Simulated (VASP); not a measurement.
# Lu (P6_3/mmc) in VASP: single point with PBEsol

Aim: the single point of Lu with PBEsol.

All numbers are computed with VASP 6.6.1; they aren't measurements. Logs are shortened: lines on timing, memory, paths and dates and some standing lists are left out, and cuts for length are marked.

## Step 1: The cell of the first run

It takes space group P6_3/mmc (No. 194, hexagonal). The conventional cell has a = 3.443 Å, b = 3.443 Å, c = 5.350 Å, α = 90.00°, β = 90.00°, γ = 120.00°. Within 4.4 Å of Lu (site symmetry -6m2) lie 12 Lu at 3.33 to 3.44 Å.

## Step 2: Single point, PBEsol

Contents of INCAR:

```
ALGO = Normal ; EDIFF = 1E-7
ENCUT = 520 ; GGA = PS
ISIF = 2 ; ISMEAR = 0
LASPH = T ; LCHARG = F
LREAL = F ; LWAVE = F
NBANDS = 32 ; NELM = 60
PREC = Accurate ; SIGMA = 0.05
```

Contents of KPOINTS:

```
k-points
0
Gamma
  14 14 8
```

Contents of POSCAR:

```
Lu
1.0
    3.4428632356      0.0000000000      0.0000000000
   -1.7214316178      2.9816070238      0.0000000000
    0.0000000000      0.0000000000      5.3498366630
Lu
2
Direct
    0.3333333333      0.6666666667      0.7500000000
    0.6666666667      0.3333333333      0.2500000000
```

Potentials or basis: VASP PAW PBE potentials, release 64 (Lu).

Command:

```
cat potpaw_PBE.64/Lu/POTCAR > POTCAR
mpirun -np 1 vasp_std > vasp.out
```

OUTCAR:

```text
EDIFF = 1E-7
   ENCUT = 520
   GGA = PS
   ISIF = 2
   ISMEAR = 0
   LASPH = T
   LREAL = F
   NELM = 60
   PREC = Accurate

 ion  position               nearest neighbor table
   1  0.333  0.667  0.750-   2 3.33   2 3.33   2 3.33   2 3.33   2 3.33   2 3.33
   2  0.667  0.333  0.250-   1 3.33   1 3.33   1 3.33   1 3.33   1 3.33   1 3.33

  LATTYP: Found a hexagonal cell.
 ALAT       =     3.4428632356
 C/A-ratio  =     1.5538917165

  Lattice vectors:

 A1 = (   3.4428632356,   0.0000000000,   0.0000000000)
 A2 = (  -1.7214316178,   2.9816070238,   0.0000000000)
 A3 = (   0.0000000000,   0.0000000000,   5.3498366630)

Analysis of symmetry for initial positions (statically):
=====================================================================
 Subroutine PRICEL returns:
 Original cell was already a primitive cell.

 Routine SETGRP: Setting up the symmetry group for a
 hexagonal supercell.

 Subroutine GETGRP returns: Found 24 space group operations
 (whereof 12 operations were pure point group operations)
 out of a pool of 24 trial point group operations.

The static configuration has the point symmetry D_3d.
 The point group associated with its full space group is D_6h.

Analysis of symmetry for dynamics (positions and initial velocities):
=====================================================================
 Subroutine PRICEL returns:
 Original cell was already a primitive cell.

 Routine SETGRP: Setting up the symmetry group for a
 hexagonal supercell.

 Subroutine GETGRP returns: Found 24 space group operations
 (whereof 12 operations were pure point group operations)
 out of a pool of 24 trial point group operations.

The dynamic configuration has the point symmetry D_3d.
 The point group associated with its full space group is D_6h.

 Subroutine INISYM returns: Found 24 space group operations
 (whereof 12 operations are pure point group operations),
 and found     1 'primitive' translations

----------------------------------------------------------------------------------------

                                     Primitive cell

  volume of cell :      54.9175

[... 79 lines left out ...]
   PREC   = accura    normal or accurate (medium, high low for compatibility)
   ISTART =      0    job   : 0-new  1-cont  2-samecut
   ICHARG =      2    charge: 1-file 2-atom 10-const
   ISPIN  =      1    spin polarized calculation?
   LNONCOLLINEAR =      F non collinear calculations
   LSORBIT =      F    spin-orbit coupling
   LASPH  =      T    aspherical Exc in radial PAW
   ENCUT  =  520.0 eV  38.22 Ry    6.18 a.u.   6.40  6.40  9.95*2*pi/ulx,y,z
   NELM   =     60;   NELMIN=  2; NELMDL= -5     # of ELM steps
   EDIFF  = 0.1E-06   stopping-criterion for ELM
   LREAL  =      F    real-space projection
   EDIFFG = 0.1E-05   stopping-criterion for IOM
   NSW    =      0    number of steps for IOM
   IBRION =     -1    ionic relax: 0-MD 1-quasi-New 2-CG
   NFREE  =      0    steps in history (QN), initial steepest desc. (CG)
   ISIF   =      2    stress and relaxation
   ISYM   =      2    0-nonsym 1-usesym 2-fastsym
   POTIM  = 0.5000    time-step for ionic-motion
   TEBEG  =    0.0;   TEEND  =   0.0 temperature during run
   PSTRESS=    0.0 pullay stress
   NELECT =      50.0000    total number of electrons
   NUPDOWN=      -1.0000    fix difference up-down
   EMIN   =  10.00;   EMAX   =-10.00  energy-range for DOS
   EFERMI =   0.00;   METHOD = LEGACY
   ISMEAR =     0;   SIGMA  =   0.05  broadening in eV -4-tet -1-fermi 0-gaus
   EFERMI_NEDOS =   21; number of points for ismear=-14 and -15
   IALGO  =     38    algorithm
   IMIX   =      4    mixing-type and parameters
     AMIX     =   0.40;   BMIX     =  1.00
     AMIX_MAG =   1.60;   BMIX_MAG =  1.00
  volume/ion in A,a.u.               =      27.46       185.30
  Fermi-wavevector in a.u.,A,eV,Ry     =   1.586699  2.998427 34.254222  2.517614
  Thomas-Fermi vector in A             =   2.685970
   LORBIT       =      0    0 simple, 1 ext, 2 COOP (PROOUT), +10 PAW based schemes
   GGA     = PS    functional components
   LHFCALC =     F    Hartree Fock is set to
   AEXX    =    0.0000 exact exchange contribution
   IVDW    =     0    specifies the selected vdW correction
   LEPSILON=     F    determine dielectric tensor
   LRPA    =     F    only Hartree local field effects (RPA)
 non-spin polarized calculation
 Gauss-broadening in eV      SIGMA  =   0.05
  energy-cutoff  :      520.00
  volume of cell :       54.92
 maximum number of plane-waves:      1496
 NGX is ok and might be reduce to    28
   NGX = 13   NGY = 13   NGZ = 19

 number of electron      50.0000018 magnetization

 Free energy of the ion-electron system (eV)
  ---------------------------------------------------
  ext. energy  EPLUGINS =         0.00000000
  ---------------------------------------------------
  free energy    TOTEN  =        -9.90603283 eV

  energy without entropy =       -9.90307162  energy(sigma->0) =       -9.90455222

 E-fermi :   2.3026     XC(G=0): -11.0627

 val. band max:        2.2962220501   @ k =   0.2857   0.2857   0.5000
 cond. band min:       2.3055770337   @ k =   0.2143   0.1429   0.3750
 fundamental gap:      0.0093549836
 Fermi energy:         2.3025812144

 k-point     1 :       0.0000    0.0000    0.0000
  band No.  band energies     occupation
      1     -53.7432      2.00000
      2     -53.6950      2.00000
      3     -24.7636      2.00000
      4     -24.2380      2.00000
      5     -24.2380      2.00000
      6     -24.1325      2.00000
[... 829 lines left out ...]
     31       7.9779      0.00000
     32       8.2332      0.00000

 [... further k-points ...]

------------------------ aborting loop because EDIFF is reached ----------------------------------------

  FORCE on cell =-STRESS in cart. coord.  units (eV):
  Direction    XX          YY          ZZ          XY          YZ          ZX
  --------------------------------------------------------------------------------------
  -------------------------------------------------------------------------------------
  Total        0.0396430      0.0396430      0.0391373      0.0000000      0.0000000     -0.0000000
  in kB        1.1565562      1.1565562      1.1418032      0.0000000      0.0000000     -0.0000000
  external PRESSURE =       1.1516385 kB  Pullay stress =       0.0000000 kB

 VOLUME and BASIS-vectors are now :
 -----------------------------------------------------------------------------
  energy-cutoff  :      520.00
  volume of cell :       54.92
      direct lattice vectors                 reciprocal lattice vectors
     3.442863236  0.000000000  0.000000000     0.290455918  0.167694802  0.000000000
    -1.721431618  2.981607024  0.000000000     0.000000000  0.335389604  0.000000000
     0.000000000  0.000000000  5.349836663     0.000000000  0.000000000  0.186921595

 POSITION                                       TOTAL-FORCE (eV/Angst)
 -----------------------------------------------------------------------------------
     -0.00000      1.98774      4.01238        -0.000000     -0.000000      0.000000
      1.72143      0.99387      1.33746         0.000000      0.000000      0.000000
 -----------------------------------------------------------------------------------
    total drift:                               -0.000000      0.000000     -0.000000

  FREE ENERGIE OF THE ION-ELECTRON SYSTEM (eV)
  ---------------------------------------------------
  free  energy   TOTEN  =        -9.9060328325 eV

  energy  without entropy=       -9.9030716157  energy(sigma->0) =       -9.90455222
```

stdout:

```text
POSCAR found type information on POSCAR Lu
 POSCAR found :  1 types and       2 ions
 scaLAPACK will be used
 -----------------------------------------------------------------------------
|                                                                             |
|                                                                             |
|     You enforced a specific xc type in the INCAR file but a different       |
|     I HOPE YOU KNOW WHAT YOU ARE DOING!                                     |
|                                                                             |
 -----------------------------------------------------------------------------

 LDA part: xc-table for (Slater+PW92), standard interpolation
 POSCAR, INCAR and KPOINTS ok, starting setup
 FFT: planning ... GRIDC
 FFT: planning ... GRID_SOFT
 FFT: planning ... GRID
 WAVECAR not read
 entering main loop
```

It took 5.7 min on 1 thread of Intel Xeon 8259CL, shared host; peak memory 0.3 GiB.

What came out:

```
Free energy            : -9.9060 eV
Pressure               : 0.1 GPa
Band gap on the k mesh : zero (bands 25 and 26 overlap by 1.92 eV)
```

Caveat: the PAW data sets were made with another functional, which shifts forces and pressure a little; spin-orbit coupling is left out, which moves the levels of the heavy elements.
